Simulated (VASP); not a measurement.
Write the native input for VASP 6.6.1 that does the following.

| Quantity | Value |
| --- | --- |
| Task | single point |
| Functional | LDA |
| Potentials or basis | VASP PAW LDA potentials, release 64 (Pb_d, O) |
| Cutoff | 520 eV |
| k mesh | 9 × 9 × 9 |
| Occupations | fermi-dirac, width 0.05 eV |
| Spin | no spin polarisation |
| Dipole correction | no |
| Further INCAR settings | ALGO = Normal; EDIFF = 1e-06; NBANDS = 20 |

The structure of PbO2 lies in POSCAR:

```
PbO2
1.0
    0.0000000000      2.6838572791      2.6838572791
    2.6838572791      0.0000000000      2.6838572791
    2.6838572791      2.6838572791      0.0000000000
Pb O
1 2
Direct
    0.0000000000      0.0000000000      0.0000000000
    0.7500000000      0.7500000000      0.7500000000
    0.2500000000      0.2500000000      0.2500000000
```

One way to write it, as run:

INCAR

```
SYSTEM = PbO2
  ALGO = Normal
  EDIFF = 1E-6
  ENCUT = 520
  ISIF = 2
  ISMEAR = -1
  LASPH = .True.
  LCHARG = .False.
  LREAL = .False.
  LWAVE = .False.
  NBANDS = 20
  NELM = 60
  PREC = Accurate
  SIGMA = 0.05
```

KPOINTS

```
k-points
0
Gamma
  9 9 9
  0 0 0
```

Potentials or basis: VASP PAW LDA potentials, release 64 (Pb_d, O).

Run with:

```bash
$ cat potpaw_LDA.64/Pb_d/POTCAR potpaw_LDA.64/O/POTCAR > POTCAR
$ mpirun -np 1 vasp_std > vasp.out
```

Results of the run:

```json
{"Pressure": "-7.2 GPa", "Band gap on the k mesh": "zero (bands 13 and 14 overlap by 1.21 eV)"}
```

Caveat: the cell stands under tension; spin-orbit coupling is left out, which moves the levels of the heavy elements.

It took 18 s on 1 thread of Intel(R) Xeon(R) Platinum 8559C (Emerald Rapids), on a shared host, peak memory 0.15 GiB.
